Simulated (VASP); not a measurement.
Wanted: the native input for a VASP 6.6.1 run.

```
Task                   : single point
Functional             : PBE
Potentials or basis    : VASP PAW PBE potentials, release 64 (Fe, O)
Cutoff                 : 520 eV
k mesh                 : 6 × 6 × 4
Occupations            : gaussian, width 0.1 eV
Spin                   : collinear spin, ferromagnetic start
Starting moments       : [3.74, 3.74, 0.34, 0.34] μB
Dipole correction      : no
Further INCAR settings : ALGO = Normal; EDIFF = 1e-07; NBANDS = 26
```

The structure of FeO lies in POSCAR:

```
FeO
1.0
    2.6379333751     -1.5304314031     -0.1073950770
    2.6379333751      1.5304314031     -0.1073950770
   -1.5624329850      0.0000000000      5.0277945598
Fe O
2 2
Direct
    0.5000000000      0.5000000000      0.5000000000
    0.0000000000      0.0000000000      0.0000000000
    0.7500000000      0.7500000000      0.2500000000
    0.2500000000      0.2500000000      0.7500000000
```

One way to write it, as run:

INCAR

```
SYSTEM = FeO
PREC = Accurate ; ENCUT = 520
EDIFF = 1E-7 ; ISMEAR = 0
SIGMA = 0.1 ; LREAL = .FALSE.
LASPH = .TRUE. ; NELM = 150
ALGO = Normal ; ISIF = 2
LWAVE = .FALSE. ; LCHARG = .FALSE.
ISPIN = 2 ; MAGMOM = 3.74 3.74 0.34 0.34
LORBIT = 11 ; LMAXMIX = 4
GGA = PE ; NBANDS = 26
```

KPOINTS

```
Automatic mesh
0
G
  6 6 4
  0 0 0
```

Potentials or basis: VASP PAW PBE potentials, release 64 (Fe, O).

Command:

```sh
$ cat potpaw_PBE.64/Fe/POTCAR potpaw_PBE.64/O/POTCAR > POTCAR
$ mpirun -np 1 vasp_std > vasp.out
```

Results of the run:

- Pressure: -0.2 GPa
- Band gap on the k mesh: zero (filled and empty bands overlap)
- Net moment: 8.00 μB per cell
- Site moments: Fe +3.62; O +0.30 μB
- Valence electrons inside the program's atomic spheres: Fe 6.73; O 4.99

Caveat: the k points lie up to 0.40 Å⁻¹ apart, too coarse for converged energies and pressures of a metal; semilocal functionals often make such compounds metallic where correlation or magnetic order opens a gap, which also shifts bond lengths; only a ferromagnetic start was run, and an antiferromagnetic order may lie lower in energy.

It took 42 s on 1 thread of Intel(R) Xeon(R) 6975P-C (Granite Rapids), on a shared host, peak memory 0.21 GiB.
